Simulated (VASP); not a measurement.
# Te in VASP: a series of runs

Aim: see how the results for Te move with the level of theory and the settings. Levels: RPBE, PBE, LDA, PBEsol. Tasks: single point.

Everything below comes from runs of VASP 6.6.1. Logs are shortened: lines on timing, memory, paths and dates and some standing lists are left out, and cuts for length are marked.

## (1) The cell of the first run

Symmetry: P3_121, No. 152, trigonal system. The conventional cell has a = 4.454 Å, b = 4.454 Å, c = 5.924 Å, α = 90.00°, β = 90.00°, γ = 120.00°. Within 3.8 Å of Te (site symmetry 2) lie 6 Te at 2.86 to 3.47 Å.

## (2) Single point, RPBE

INCAR reads:

```
SYSTEM = Te
  ALGO = Normal
  EDIFF = 1E-6
  ENCUT = 520
  GGA = RP
  ISIF = 2
  ISMEAR = 0
  LASPH = .TRUE.
  LCHARG = .FALSE.
  LREAL = .FALSE.
  LWAVE = .FALSE.
  NBANDS = 16
  NELM = 60
  PREC = Accurate
  SIGMA = 0.02
```

KPOINTS reads:

```
k-points
0
G
  7 7 5
  0 0 0
```

POSCAR reads:

```
Te
1.0
    4.4540000000      0.0000000000      0.0000000000
   -2.2270000000      3.8572771485      0.0000000000
    0.0000000000      0.0000000000      5.9240000000
Te
3
Direct
    0.7310000000      0.7310000000      0.0000000000
    0.0000000000      0.2690000000      0.6666666667
    0.2690000000      0.0000000000      0.3333333333
```

Potentials or basis: VASP PAW PBE potentials, release 64 (Te).

The run is started by

```console
> cat potpaw_PBE.64/Te/POTCAR > POTCAR
> mpirun -np 1 vasp_std > vasp.out
```

OUTCAR:

```text
SYSTEM = Te
   EDIFF = 1E-6
   ENCUT = 520
   GGA = RP
   ISIF = 2
   ISMEAR = 0
   LASPH = .TRUE.
   LREAL = .FALSE.
   NELM = 60
   PREC = Accurate

 ion  position               nearest neighbor table
   1  0.731  0.731  0.000-   3 2.86   2 2.86   3 3.47   2 3.47   2 3.47   3 3.47
   2  0.000  0.269  0.667-   1 2.86   3 2.86   1 3.47   1 3.47   3 3.47   3 3.47
   3  0.269  0.000  0.333-   1 2.86   2 2.86   1 3.47   1 3.47   2 3.47   2 3.47

  LATTYP: Found a hexagonal cell.
 ALAT       =     4.4540000000
 C/A-ratio  =     1.3300404131

  Lattice vectors:

 A1 = (   4.4540000000,   0.0000000000,   0.0000000000)
 A2 = (  -2.2270000000,   3.8572771485,   0.0000000000)
 A3 = (   0.0000000000,   0.0000000000,   5.9240000000)

Analysis of symmetry for initial positions (statically):
=====================================================================
 Subroutine PRICEL returns:
 Original cell was already a primitive cell.

 Routine SETGRP: Setting up the symmetry group for a
 hexagonal supercell.

 Subroutine GETGRP returns: Found  6 space group operations
 (whereof  2 operations were pure point group operations)
 out of a pool of 24 trial point group operations.

The static configuration has the point symmetry C_2 .
 The point group associated with its full space group is D_3 .

Analysis of symmetry for dynamics (positions and initial velocities):
=====================================================================
 Subroutine PRICEL returns:
 Original cell was already a primitive cell.

 Routine SETGRP: Setting up the symmetry group for a
 hexagonal supercell.

 Subroutine GETGRP returns: Found  6 space group operations
 (whereof  2 operations were pure point group operations)
 out of a pool of 24 trial point group operations.

The dynamic configuration has the point symmetry C_2 .
 The point group associated with its full space group is D_3 .

 Subroutine INISYM returns: Found  6 space group operations
 (whereof  2 operations are pure point group operations),
 and found     1 'primitive' translations

----------------------------------------------------------------------------------------

                                     Primitive cell

  volume of cell :     101.7762

  direct lattice vectors                    reciprocal lattice vectors
     4.454000000  0.000000000  0.000000000     0.224517288  0.129625117  0.000000000
    -2.227000000  3.857277149  0.000000000     0.000000000  0.259250233  0.000000000
     0.000000000  0.000000000  5.924000000     0.000000000  0.000000000  0.168804862

  length of vectors
     4.454000000  4.454000000  5.924000000     0.259250233  0.259250233  0.168804862

  position of ions in fractional coordinates (direct lattice)
     0.731000000  0.731000000  0.000000000
     0.000000000  0.269000000  0.666666667
     0.269000000  0.000000000  0.333333333

  ion indices of the primitive-cell ions
   primitive index   ion index
                 1           1
                 2           2
                 3           3

----------------------------------------------------------------------------------------

 KPOINTS: k-points

Automatic generation of k-mesh.
 Grid dimensions read from file:
 generate k-points for:    7    7    5

 Generating k-lattice:

  Cartesian coordinates                     Fractional coordinates (reciprocal lattice)
     0.032073898  0.018517874  0.000000000     0.142857143  0.000000000  0.000000000
     0.000000000  0.037035748  0.000000000     0.000000000  0.142857143  0.000000000
     0.000000000  0.000000000  0.033760972     0.000000000  0.000000000  0.200000000

  Length of vectors
     0.037035748  0.037035748  0.033760972

  Shift w.r.t. Gamma in fractional coordinates (k-lattice)
     0.000000000  0.000000000  0.000000000

 Subroutine IBZKPT returns following result:
 ===========================================

 Found     32 irreducible k-points:

 Following reciprocal coordinates:
            Coordinates               Weight
  0.000000  0.000000  0.000000      1.000000
  0.142857  0.000000  0.000000      6.000000
  0.285714  0.000000  0.000000      6.000000
  0.428571  0.000000  0.000000      6.000000
  0.142857  0.142857  0.000000      6.000000
  0.285714  0.142857  0.000000     12.000000
[... 16 lines left out ...]
  0.000000  0.142857  0.400000      6.000000
  0.285714  0.000000  0.400000      6.000000
 [... further k-points ...]
   k-points           NKPTS =     32   k-points in BZ     NKDIM =     32   number of bands    NBANDS=     16
   number of dos      NEDOS =    301   number of ions     NIONS =      3
   total plane-waves  NPLWV =  62208
   dimension x,y,z NGX =    36 NGY =   36 NGZ =   48
   dimension x,y,z NGXF=    72 NGYF=   72 NGZF=   96
   ions per type =               3
   NGX,Y,Z   is equivalent  to a cutoff of  13.44, 13.44, 13.47 a.u.
   NGXF,Y,Z  is equivalent  to a cutoff of  26.87, 26.87, 26.94 a.u.
 SYSTEM =  Te
   PREC   = accura    normal or accurate (medium, high low for compatibility)
   ISTART =      0    job   : 0-new  1-cont  2-samecut
   ICHARG =      2    charge: 1-file 2-atom 10-const
   ISPIN  =      1    spin polarized calculation?
   LNONCOLLINEAR =      F non collinear calculations
   LSORBIT =      F    spin-orbit coupling
   LASPH  =      T    aspherical Exc in radial PAW
   ENCUT  =  520.0 eV  38.22 Ry    6.18 a.u.   8.28  8.28 11.01*2*pi/ulx,y,z
   NELM   =     60;   NELMIN=  2; NELMDL= -5     # of ELM steps
   EDIFF  = 0.1E-05   stopping-criterion for ELM
   LREAL  =      F    real-space projection
   EDIFFG = 0.1E-04   stopping-criterion for IOM
   NSW    =      0    number of steps for IOM
   IBRION =     -1    ionic relax: 0-MD 1-quasi-New 2-CG
   NFREE  =      0    steps in history (QN), initial steepest desc. (CG)
   ISIF   =      2    stress and relaxation
   ISYM   =      2    0-nonsym 1-usesym 2-fastsym
   POTIM  = 0.5000    time-step for ionic-motion
   TEBEG  =    0.0;   TEEND  =   0.0 temperature during run
   PSTRESS=    0.0 pullay stress
   NELECT =      18.0000    total number of electrons
   NUPDOWN=      -1.0000    fix difference up-down
   EMIN   =  10.00;   EMAX   =-10.00  energy-range for DOS
   EFERMI =   0.00;   METHOD = LEGACY
   ISMEAR =     0;   SIGMA  =   0.02  broadening in eV -4-tet -1-fermi 0-gaus
   EFERMI_NEDOS =   21; number of points for ismear=-14 and -15
   IALGO  =     38    algorithm
   IMIX   =      4    mixing-type and parameters
     AMIX     =   0.40;   BMIX     =  1.00
     AMIX_MAG =   1.60;   BMIX_MAG =  1.00
  volume/ion in A,a.u.               =      33.93       228.94
  Fermi-wavevector in a.u.,A,eV,Ry     =   0.918933  1.736531 11.489263  0.844437
  Thomas-Fermi vector in A             =   2.044070
   LORBIT       =      0    0 simple, 1 ext, 2 COOP (PROOUT), +10 PAW based schemes
   GGA     = RP    functional components
   LHFCALC =     F    Hartree Fock is set to
   AEXX    =    0.0000 exact exchange contribution
   IVDW    =     0    specifies the selected vdW correction
   LEPSILON=     F    determine dielectric tensor
   LRPA    =     F    only Hartree local field effects (RPA)
 non-spin polarized calculation
 Gauss-broadening in eV      SIGMA  =   0.02
  energy-cutoff  :      520.00
  volume of cell :      101.78
 maximum number of plane-waves:      2757
 NGX is ok and might be reduce to    36
   NGX = 17   NGY = 17   NGZ = 23

 number of electron      17.9999999 magnetization

 Free energy of the ion-electron system (eV)
  ---------------------------------------------------
  ext. energy  EPLUGINS =         0.00000000
  ---------------------------------------------------
  free energy    TOTEN  =        -8.33320097 eV

  energy without entropy =       -8.33320097  energy(sigma->0) =       -8.33320097

 E-fermi :   6.0235     XC(G=0):  -8.9523

 val. band max:        5.8907959009   @ k =   0.2857   0.2857   0.4000
 cond. band min:       6.5539153207   @ k =   0.0000   0.0000   0.4000
 fundamental gap:      0.6631194198
 Fermi energy:         6.0235224434

 k-point     1 :       0.0000    0.0000    0.0000
  band No.  band energies     occupation
      1      -7.5439      2.00000
      2      -4.2386      2.00000
      3      -4.2386      2.00000
      4       2.9918      2.00000
      5       3.3113      2.00000
      6       3.3113      2.00000
[... 8 lines left out ...]
     15      12.1665      0.00000
     16      12.3370      0.00000

 k-point     2 :       0.1429    0.0000    0.0000
  band No.  band energies     occupation
      1      -7.4068      2.00000
      2      -4.2840      2.00000
      3      -4.2012      2.00000
      4       2.1245      2.00000
      5       2.7180      2.00000
      6       3.0177      2.00000
[... 8 lines left out ...]
     15      12.1745      0.00000
     16      12.4860      0.00000

 k-point     3 :       0.2857    0.0000    0.0000
  band No.  band energies     occupation
      1      -7.0295      2.00000
      2      -4.5084      2.00000
      3      -4.1071      2.00000
      4       1.3289      2.00000
      5       2.0299      2.00000
      6       2.5620      2.00000
[... 8 lines left out ...]
     15      12.7286      0.00000
     16      13.5145      0.00000

 k-point     4 :       0.4286    0.0000    0.0000
  band No.  band energies     occupation
      1      -6.5832      2.00000
      2      -4.8960      2.00000
      3      -4.0218      2.00000
      4       1.1997      2.00000
      5       1.6727      2.00000
      6       2.3638      2.00000
[... 8 lines left out ...]
     15      14.1394      0.00000
     16      14.7304      0.00000

 k-point     5 :       0.1429    0.1429    0.0000
  band No.  band energies     occupation
      1      -7.1481      2.00000
      2      -4.3815      2.00000
      3      -4.1794      2.00000
      4       1.5806      2.00000
      5       1.8655      2.00000
      6       3.1099      2.00000
[... 8 lines left out ...]
     15      12.6553      0.00000
     16      13.2484      0.00000

 k-point     6 :       0.2857    0.1429    0.0000
  band No.  band energies     occupation
      1      -6.7158      2.00000
      2      -4.6598      2.00000
      3      -4.1702      2.00000
      4       1.2798      2.00000
      5       1.5641      2.00000
      6       2.6951      2.00000
[... 8 lines left out ...]
     15      13.5831      0.00000
     16      14.4084      0.00000

 k-point     7 :       0.4286    0.1429    0.0000
  band No.  band energies     occupation
      1      -6.4346      2.00000
      2      -4.9046      2.00000
      3      -4.1614      2.00000
      4       1.3193      2.00000
      5       1.6098      2.00000
      6       2.5838      2.00000
[... 8 lines left out ...]
     15      13.5499      0.00000
     16      14.8154      0.00000

 k-point     8 :       0.2857    0.2857    0.0000
  band No.  band energies     occupation
      1      -6.3833      2.00000
      2      -4.7074      2.00000
      3      -4.4311      2.00000
      4       1.5022      2.00000
      5       1.5213      2.00000
      6       2.7795      2.00000
[... 8 lines left out ...]
     15      13.0140      0.00000
     16      14.1403      0.00000

 k-point     9 :       0.0000    0.0000    0.2000
  band No.  band energies     occupation
      1      -7.3994      2.00000
      2      -5.3410      2.00000
      3      -3.1035      2.00000
      4       2.7587      2.00000
      5       3.0735      2.00000
      6       3.5387      2.00000
[... 8 lines left out ...]
     15      11.8652      0.00000
     16      12.1604      0.00000
[... 172 lines left out ...]
 k-point    19 :       0.4286    0.1429    0.2000
  band No.  band energies     occupation
      1      -6.3306      2.00000
      2      -5.1153      2.00000
      3      -4.0712      2.00000
      4       1.0275      2.00000
      5       1.4028      2.00000
      6       2.5203      2.00000
[... 8 lines left out ...]
     15      13.4642      0.00000
     16      13.9086      0.00000

 k-point    20 :       0.2857    0.2857    0.2000
  band No.  band energies     occupation
      1      -6.2780      2.00000
      2      -5.0490      2.00000
      3      -4.1837      2.00000
      4       1.0021      2.00000
      5       1.5207      2.00000
      6       2.2808      2.00000
[... 8 lines left out ...]
     15      13.0578      0.00000
     16      14.2516      0.00000

 k-point    21 :       0.0000    0.0000    0.4000
  band No.  band energies     occupation
      1      -6.9705      2.00000
      2      -6.2733      2.00000
      3      -2.2583      2.00000
      4       2.1986      2.00000
      5       3.2744      2.00000
      6       3.4740      2.00000
[... 8 lines left out ...]
     15      11.4844      0.00000
     16      13.3016      0.00000

 k-point    22 :       0.1429    0.0000    0.4000
  band No.  band energies     occupation
      1      -6.8491      2.00000
      2      -6.1643      2.00000
      3      -2.5376      2.00000
      4       2.0961      2.00000
      5       3.0648      2.00000
      6       3.3386      2.00000
[... 8 lines left out ...]
     15      11.7376      0.00000
     16      12.4928      0.00000

 k-point    23 :       0.0000    0.1429    0.4000
  band No.  band energies     occupation
      1      -6.8438      2.00000
      2      -6.1743      2.00000
      3      -2.5120      2.00000
      4       2.0165      2.00000
      5       2.7587      2.00000
      6       3.2678      2.00000
[... 8 lines left out ...]
     15      11.9556      0.00000
     16      12.7414      0.00000

 k-point    24 :       0.2857    0.0000    0.4000
  band No.  band energies     occupation
      1      -6.5369      2.00000
      2      -5.8617      2.00000
      3      -3.2300      2.00000
      4       1.5274      2.00000
      5       2.5794      2.00000
      6       2.7848      2.00000
[... 8 lines left out ...]
     15      12.1095      0.00000
     16      12.7144      0.00000

 [... further k-points ...]
[... 5 lines left out ...]
  --------------------------------------------------------------------------------------
  -------------------------------------------------------------------------------------
  Total        1.6609067      1.6609067      1.9160506      0.0000000      0.0000000      0.0000000
  in kB       26.1462688     26.1462688     30.1627856      0.0000000      0.0000000      0.0000000
  external PRESSURE =      27.4851077 kB  Pullay stress =       0.0000000 kB

 VOLUME and BASIS-vectors are now :
 -----------------------------------------------------------------------------
  energy-cutoff  :      520.00
  volume of cell :      101.78
      direct lattice vectors                 reciprocal lattice vectors
     4.454000000  0.000000000  0.000000000     0.224517288  0.129625117  0.000000000
    -2.227000000  3.857277149  0.000000000     0.000000000  0.259250233  0.000000000
     0.000000000  0.000000000  5.924000000     0.000000000  0.000000000  0.168804862

 POSITION                                       TOTAL-FORCE (eV/Angst)
 -----------------------------------------------------------------------------------
      1.62794      2.81967      0.00000        -0.076164     -0.131920      0.000000
     -0.59906      1.03761      3.94933        -0.076164      0.131920      0.000000
      1.19813      0.00000      1.97467         0.152328     -0.000000     -0.000000
 -----------------------------------------------------------------------------------
    total drift:                               -0.000000     -0.000000      0.000000

  FREE ENERGIE OF THE ION-ELECTRON SYSTEM (eV)
  ---------------------------------------------------
  free  energy   TOTEN  =        -8.3332009744 eV

  energy  without entropy=       -8.3332009744  energy(sigma->0) =       -8.33320097
```

It took 60 s on 1 thread of AMD EPYC 7R13 (Zen 3), shared host; peak memory 0.21 GiB.

Results:

* Free energy: -8.3332 eV
* Pressure: 2.7 GPa
* Largest force: 0.152 eV/Å
* Band gap on the k mesh: 0.66 eV, indirect (least direct gap 0.81 eV)

Forces in eV/Å, atoms in the order of the input:
```
Te  -0.076 -0.132  0.000
Te  -0.076  0.132  0.000
Te   0.152  0.000  0.000
```

Stress tensor (GPa, compression positive):
```
2.61 0.00 0.00
0.00 2.61 0.00
0.00 0.00 3.02
```

Levels at points of the mesh, in eV from the valence-band top:
| k point | band 7 | band 8 | band 9 | band 10 | band 11 | band 12 |
| --- | --- | --- | --- | --- | --- | --- |
| (0.00, 0.00, 0.00) | -1.51 | -1.51 | -0.70 | 1.18 | 1.18 | 1.78 |

Caveat: the PAW data sets were made with another functional, which shifts forces and pressure a little; spin-orbit coupling is left out, which moves the levels of the heavy elements. RPBE gaps usually lie below the measured ones, often by a third to a half.

## (3) Single point, PBE, non-collinear spin, zero start, spin-orbit coupling

INCAR reads:

```
SYSTEM = Te
PREC = Accurate
ENCUT = 520
EDIFF = 1E-7
ISMEAR = -1
SIGMA = 0.05
LREAL = .False.
LASPH = .True.
NELM = 150
ALGO = Normal
ISIF = 2
LWAVE = .False.
LCHARG = .False.
LNONCOLLINEAR = .True.
MAGMOM = 0 0 0 0 0 0 0 0 0
LORBIT = 11
LSORBIT = .True.
GGA_COMPAT = .False.
LORBMOM = .True.
GGA = PE
NBANDS = 31
```

KPOINTS reads:

```
regular mesh
0
Gamma
  5 5 4
  0 0 0
```

POSCAR is that of step 2.

Potentials or basis: VASP PAW PBE potentials, release 64 (Te).

The run is started by

```console
> cat potpaw_PBE.64/Te/POTCAR > POTCAR
> mpirun -np 1 vasp_ncl > vasp.out
```

Wall time 2.9 min (1 thread of Intel Xeon 6975P-C, shared host); peak memory 0.51 GiB.

Results (log left out):

| Item | Value |
| --- | --- |
| Free energy | -9.7596 eV |
| Pressure | 1.8 GPa |
| Largest force | 0.179 eV/Å |
| Net moment | 0.00 μB per cell |
| Valence electrons inside the program's atomic spheres | Te 3.29 |

Forces in eV/Å, atoms in the order of the input:
```
Te  -0.090 -0.155  0.000
Te  -0.090  0.155  0.000
Te   0.179  0.000  0.000
```

Stress tensor (GPa, compression positive):
```
1.54 0.00 0.00
0.00 1.54 0.00
0.00 0.00 2.25
```

Moments on the atoms (μB; x, y, z):
```
Te  0.00 0.00 0.00
Te  0.00 0.00 0.00
Te  0.00 0.00 0.00
```

(Continued in part 2 of 2.)
